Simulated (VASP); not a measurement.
# Pt12Cl: single point with PBE

System: Pt12Cl, a slab with vacuum.

```
Pt Cl
1.0
     5.61433    0.00000    0.00000
    -2.80716    4.86215    0.00000
     0.00000    0.00000   20.11927
Pt Cl
12 1
Cartesian
  1.4036 0.8104 4.0000
  0.0000 3.2414 4.0000
  4.2107 0.8104 4.0000
  2.8072 3.2414 4.0000
  0.0000 1.6207 6.3097
  -1.4036 4.0518 6.3097
  2.8072 1.6207 6.3097
  1.4036 4.0518 6.3097
  0.0000 0.0000 8.6193
  -1.4036 2.4311 8.6193
  2.8072 0.0000 8.6193
  1.4036 2.4311 8.6193
  0.0000 1.6207 10.5847
```

| Quantity | Value |
| --- | --- |
| Program | VASP 6.6.1 |
| Task | single point |
| Functional | PBE |
| Potentials or basis | VASP PAW PBE potentials, release 64 (Pt, Cl) |
| Cutoff | 520 eV |
| k mesh | 6 × 6 × 1 |
| Occupations | gaussian, width 0.1 eV |
| Spin | no spin polarisation |

- Largest force: 0.464 eV/Å
- Band gap on the k mesh: zero (an odd number of electrons rules out a gap without spin polarisation)

Forces on the atoms (eV/Å):
```
Pt   0.101 -0.059  0.066
Pt   0.000  0.117  0.066
Pt  -0.101 -0.059  0.066
Pt   0.000  0.000  0.118
Pt   0.000  0.000 -0.464
Pt  -0.115 -0.067  0.064
Pt   0.000  0.133  0.064
Pt   0.115 -0.067  0.064
Pt   0.000 -0.303  0.097
Pt  -0.262  0.151  0.097
Pt   0.000  0.000 -0.298
Pt   0.262  0.151  0.097
Cl   0.000  0.000 -0.039
```

Levels at points of the mesh, in eV from the Fermi level:
```
           k point  band 60  band 61  band 62  band 63  band 64  band 65  band 66  band 67  band 68  band 69
(0.00, 0.00, 0.00)     0.20     0.20     0.34     0.44     0.44     0.57     0.57     0.57     0.96     1.14
(0.50, 0.00, 0.00)    -0.62    -0.38    -0.14    -0.11    -0.04    -0.01     0.26     0.27     0.39     1.88
```

Wall time 8.6 min on 1 thread of Intel(R) Xeon(R) 6975P-C (Granite Rapids), on a shared host, peak memory 0.68 GiB.

Caveat: spin-orbit coupling is left out, which moves the levels of the heavy elements.
